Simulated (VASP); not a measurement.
# FeO (R-3m) in VASP: notebook, part 2 of 2

VASP 6.6.1.

## (3) Single point, PBE, collinear spin, ferromagnetic start

This run uses another cell than the first one, of 10.27 Å³/atom.

Input file INCAR:

```
PREC     = Accurate       # precision mode
ENCUT    = 600            # plane-wave cutoff, eV
EDIFF    = 1E-6           # SCF threshold, eV
ISMEAR   = -1             # smearing method
SIGMA    = 0.05           # smearing width, eV
LREAL    = F              # projectors in reciprocal space
LASPH    = T              # aspherical terms in the spheres
NELM     = 200            # most SCF steps
ALGO     = Normal         # electronic algorithm
ISIF     = 2              # what is computed and relaxed
LWAVE    = F              # write WAVECAR
LCHARG   = F              # write CHGCAR
ISPIN    = 2              # spin polarisation
MAGMOM   = 3 0            # initial moments
LORBIT   = 11             # projections on sites
LMAXMIX  = 4              # l up to which the mixer works
GGA      = PE             # functional
NBANDS   = 22             # bands
GGA_COMPAT= F
```

Input file KPOINTS:

```
regular mesh
0
Gamma
  11 11 11
```

Input file POSCAR:

```
FeO
1.0
    1.5288796120      0.8826990556      2.5362637132
   -1.5288796120      0.8826990556      2.5362637132
    0.0000000000     -1.7653981111      2.5362637132
Fe O
1 1
Direct
    0.0000000000      0.0000000000      0.0000000000
    0.5000000000      0.5000000000      0.5000000000
```

Potentials or basis: VASP PAW PBE potentials, release 64 (Fe_sv, O).

On the command line:

```
$ cat potpaw_PBE.64/Fe_sv/POTCAR potpaw_PBE.64/O/POTCAR > POTCAR
$ mpirun -np 1 vasp_std > vasp.out
```

OUTCAR:

```text
PREC = Accurate
   ENCUT = 600
   EDIFF = 1E-6
   ISMEAR = -1
   LREAL = F
   LASPH = T
   NELM = 200
   ISIF = 2
   ISPIN = 2
   LORBIT = 11
   GGA = PE

 ion  position               nearest neighbor table
   1  0.000  0.000  0.000-   2 2.17   2 2.17   2 2.17   2 2.17   2 2.17   2 2.17
   2  0.500  0.500  0.500-   1 2.17   1 2.17   1 2.17   1 2.17   1 2.17   1 2.17

  LATTYP: Found a trigonal (rhomboedric) cell.
 ALAT       =     3.0901883622
 COS(alpha) =     0.5104391626

  Lattice vectors:

 A1 = (   1.5288796120,   0.8826990556,   2.5362637132)
 A2 = (  -1.5288796120,   0.8826990556,   2.5362637132)
 A3 = (   0.0000000000,  -1.7653981111,   2.5362637132)

Analysis of symmetry for initial positions (statically):
=====================================================================
 Subroutine PRICEL returns:
 Original cell was already a primitive cell.

 Routine SETGRP: Setting up the symmetry group for a
 trigonal (rhombohedral) supercell.

 Subroutine GETGRP returns: Found 12 space group operations
 (whereof 12 operations were pure point group operations)
 out of a pool of 12 trial point group operations.

The static configuration has the point symmetry D_3d.

Analysis of symmetry for dynamics (positions and initial velocities):
=====================================================================
 Subroutine PRICEL returns:
 Original cell was already a primitive cell.

 Routine SETGRP: Setting up the symmetry group for a
 trigonal (rhombohedral) supercell.

 Subroutine GETGRP returns: Found 12 space group operations
 (whereof 12 operations were pure point group operations)
 out of a pool of 12 trial point group operations.

The dynamic configuration has the point symmetry D_3d.

Analysis of structural, dynamic, and magnetic symmetry:
=====================================================================
 Subroutine PRICEL returns:
 Original cell was already a primitive cell.

 Routine SETGRP: Setting up the symmetry group for a
 trigonal (rhombohedral) supercell.

 Subroutine GETGRP returns: Found 12 space group operations
 (whereof 12 operations were pure point group operations)
 out of a pool of 12 trial point group operations.

The overall configuration has the point symmetry D_3d.

 Subroutine INISYM returns: Found 12 space group operations
 (whereof 12 operations are pure point group operations),
 and found     1 'primitive' translations

----------------------------------------------------------------------------------------

                                     Primitive cell

  volume of cell :      20.5367

  direct lattice vectors                    reciprocal lattice vectors
     1.528879612  0.882699056  2.536263713     0.327036868  0.188814824  0.131426922
    -1.528879612  0.882699056  2.536263713    -0.327036868  0.188814824  0.131426922
     0.000000000 -1.765398111  2.536263713     0.000000000 -0.377629648  0.131426922

  length of vectors
     3.090188362  3.090188362  3.090188362     0.399846454  0.399846454  0.399846454

  position of ions in fractional coordinates (direct lattice)
[... 68 lines left out ...]
   NGXF,Y,Z  is equivalent  to a cutoff of  30.13, 30.13, 30.13 a.u.
 SYSTEM =  unknown system
   PREC   = accura    normal or accurate (medium, high low for compatibility)
   ISTART =      0    job   : 0-new  1-cont  2-samecut
   ICHARG =      2    charge: 1-file 2-atom 10-const
   ISPIN  =      2    spin polarized calculation?
   LNONCOLLINEAR =      F non collinear calculations
   LSORBIT =      F    spin-orbit coupling
   LASPH  =      T    aspherical Exc in radial PAW
   ENCUT  =  600.0 eV  44.10 Ry    6.64 a.u.   6.17  6.17  6.17*2*pi/ulx,y,z
   NELM   =    200;   NELMIN=  2; NELMDL= -5     # of ELM steps
   EDIFF  = 0.1E-05   stopping-criterion for ELM
   LREAL  =      F    real-space projection
   EDIFFG = 0.1E-04   stopping-criterion for IOM
   NSW    =      0    number of steps for IOM
   IBRION =     -1    ionic relax: 0-MD 1-quasi-New 2-CG
   NFREE  =      0    steps in history (QN), initial steepest desc. (CG)
   ISIF   =      2    stress and relaxation
   ISYM   =      2    0-nonsym 1-usesym 2-fastsym
   POTIM  = 0.5000    time-step for ionic-motion
   TEBEG  =    0.0;   TEEND  =   0.0 temperature during run
   PSTRESS=    0.0 pullay stress
   NELECT =      22.0000    total number of electrons
   NUPDOWN=      -1.0000    fix difference up-down
   EMIN   =  10.00;   EMAX   =-10.00  energy-range for DOS
   EFERMI =   0.00;   METHOD = LEGACY
   ISMEAR =    -1;   SIGMA  =   0.05  broadening in eV -4-tet -1-fermi 0-gaus
   EFERMI_NEDOS =   21; number of points for ismear=-14 and -15
   IALGO  =     38    algorithm
   IMIX   =      4    mixing-type and parameters
     AMIX     =   0.40;   BMIX     =  1.00
     AMIX_MAG =   1.60;   BMIX_MAG =  1.00
  volume/ion in A,a.u.               =      10.27        69.29
  Fermi-wavevector in a.u.,A,eV,Ry     =   1.675091  3.165464 38.177014  2.805931
  Thomas-Fermi vector in A             =   2.759772
   LORBIT       =     11    0 simple, 1 ext, 2 COOP (PROOUT), +10 PAW based schemes
   GGA     = PE    functional components
   LHFCALC =     F    Hartree Fock is set to
   AEXX    =    0.0000 exact exchange contribution
   IVDW    =     0    specifies the selected vdW correction
   LEPSILON=     F    determine dielectric tensor
   LRPA    =     F    only Hartree local field effects (RPA)
 spin polarized calculation
  energy-cutoff  :      600.00
  volume of cell :       20.54
 maximum number of plane-waves:       696
 NGX is ok and might be reduce to    28
   NGX = 13   NGY = 13   NGZ = 13

 number of electron      21.9999990 magnetization       4.0013717

 Free energy of the ion-electron system (eV)
  ---------------------------------------------------
  ext. energy  EPLUGINS =         0.00000000
  ---------------------------------------------------
  free energy    TOTEN  =       -15.02997044 eV

  energy without entropy =      -15.01795651  energy(sigma->0) =      -15.02396347

 E-fermi :   9.4589     XC(G=0): -12.3818

 val. band max:        9.4588447204   @ k =   0.4545   0.2727   0.2727
 cond. band min:       9.4591007397   @ k =  -0.4545   0.1818   0.0000
 fundamental gap:      0.0002560193
 Fermi energy:         9.4589431609

 spin component 1

 k-point     1 :       0.0000    0.0000    0.0000
  band No.  band energies     occupation
      1     -80.4686      1.00000
      2     -46.5022      1.00000
      3     -46.4860      1.00000
      4     -46.4860      1.00000
      5     -11.1250      1.00000
      6       5.5682      1.00000
[... 589 lines left out ...]
     21      35.5048      0.00000
     22      37.2192      0.00000

 [... further k-points ...]

 spin component 2

 k-point     1 :       0.0000    0.0000    0.0000
  band No.  band energies     occupation
      1     -76.3053      1.00000
      2     -42.4214      1.00000
      3     -42.4209      1.00000
      4     -42.4209      1.00000
      5     -10.6098      1.00000
      6       6.1420      1.00000
[... 589 lines left out ...]
     21      36.3182      0.00000
     22      37.9244      0.00000

 [... further k-points ...]

------------------------ aborting loop because EDIFF is reached ----------------------------------------

  FORCE on cell =-STRESS in cart. coord.  units (eV):
  Direction    XX          YY          ZZ          XY          YZ          ZX
  --------------------------------------------------------------------------------------
  -------------------------------------------------------------------------------------
  Total       -0.8386022     -0.8386022     -0.9644199      0.0000000     -0.0000000      0.0000000
  in kB      -65.4236798    -65.4236798    -75.2393701      0.0000000     -0.0000000      0.0000000
  external PRESSURE =     -68.6955766 kB  Pullay stress =       0.0000000 kB

 VOLUME and BASIS-vectors are now :
 -----------------------------------------------------------------------------
  energy-cutoff  :      600.00
  volume of cell :       20.54
      direct lattice vectors                 reciprocal lattice vectors
     1.528879612  0.882699056  2.536263713     0.327036868  0.188814824  0.131426922
    -1.528879612  0.882699056  2.536263713    -0.327036868  0.188814824  0.131426922
     0.000000000 -1.765398111  2.536263713     0.000000000 -0.377629648  0.131426922

 POSITION                                       TOTAL-FORCE (eV/Angst)
 -----------------------------------------------------------------------------------
      0.00000      0.00000      0.00000         0.000000      0.000000     -0.000000
      0.00000      0.00000      3.80440        -0.000000     -0.000000      0.000000
 -----------------------------------------------------------------------------------
    total drift:                                0.000000      0.000000      0.000000

  FREE ENERGIE OF THE ION-ELECTRON SYSTEM (eV)
  ---------------------------------------------------
  free  energy   TOTEN  =       -15.0299704357 eV

  energy  without entropy=      -15.0179565119  energy(sigma->0) =      -15.02396347

 total charge

# of ion       s       p       d       tot
------------------------------------------
    1        2.101   5.994   5.508  13.602
    2        1.553   3.427   0.000   4.980
--------------------------------------------------
tot          3.653   9.421   5.508  18.582

 magnetization (x)

# of ion       s       p       d       tot
------------------------------------------
    1        0.015   0.010   3.452   3.478
    2        0.029   0.262   0.000   0.291
--------------------------------------------------
tot          0.044   0.272   3.452   3.769
```

Wall time 7.6 min (1 thread of AMD EPYC, shared host); peak memory 0.22 GiB.

Results:

| Property | Result |
| --- | --- |
| Free energy | -15.0300 eV |
| Pressure | -6.9 GPa |
| Band gap on the k mesh | zero (filled and empty bands overlap) |
| Net moment | 4.00 μB per cell |
| Site moments | Fe +3.48; O +0.29 μB |
| Valence electrons inside the program's atomic spheres | Fe 13.60; O 4.98 |

Stress tensor (GPa, compression positive):
```
-6.54  0.00  0.00
 0.00 -6.54  0.00
 0.00  0.00 -7.52
```

Levels at points of the mesh, in eV from the Fermi level:
Spin up:
```tsv
k point	band 10	band 11	band 12	band 13	band 14	band 15	band 16	band 17
(0.00, 0.00, 0.00)	-3.75	-3.75	-3.67	-3.67	-0.13	15.15	16.47	16.88
```
Spin down:
| k point | band 5 | band 6 | band 7 | band 8 | band 9 | band 10 | band 11 | band 12 | band 13 | band 14 |
| --- | --- | --- | --- | --- | --- | --- | --- | --- | --- | --- |
| (0.00, 0.00, 0.00) | -20.07 | -3.32 | -3.22 | -3.22 | -0.76 | -0.68 | -0.68 | 0.23 | 0.23 | 0.67 |

Caveat: the cell stands under tension; a cell with one magnetic atom can't hold antiferromagnetic order, which such compounds often take; semilocal functionals often make such compounds metallic where correlation or magnetic order opens a gap, which also shifts bond lengths. With open d or f shells a metallic result of PBE can be an artefact of self-interaction; +U or a hybrid may open a gap.
